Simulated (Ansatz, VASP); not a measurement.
**MgI2: VASP beside Ansatz**

```
Mg I
1.0
     3.90878    0.00000    0.00000
    -1.95439    3.38510    0.00000
     0.00000    0.00000    7.74887
Mg I
1 2
Direct
  0.00000 0.00000 0.00000
  0.33333 0.66667 0.75763
  0.66667 0.33333 0.24237
```

Alike in both runs: task single point; functional PBE; dispersion D3(BJ); k mesh 9 × 9 × 4; occupations gaussian, width 0.05 eV; no spin polarisation.

|  | VASP | Ansatz |
| --- | --- | --- |
| version | VASP 6.6.1 | Ansatz 0.2.0 |
| potentials or method | VASP PAW PBE potentials, release 64 (Mg, I), cutoff 520 eV | scalar-relativistic, plane waves, PAW |
| valence electrons in the cell | 16 | 44 |

|  | VASP | Ansatz | Ansatz less VASP |
| --- | --- | --- | --- |
| gap on the k mesh at the Fermi level (eV) | 2.96 | 2.97 | +0.016 |
| least direct gap on the mesh (eV) | 3.11 | 3.12 | +0.011 |
| pressure (GPa) | 0.1 | 0.2 | +0.07 |
| traceless stress, the component that is largest in VASP (GPa) | -4.47 | -4.47 | -0.006 |
| rms of the force components (eV/Å) | 0.268 | 0.263 | -0.0044 |

Atom by atom the forces differ by 0.004 eV/Å (rms over components). VASP's potentials hold 16 valence electrons a cell and Ansatz's 44, so a difference there can come from the potentials and not from the codes.

Neither program's run includes spin-orbit coupling.
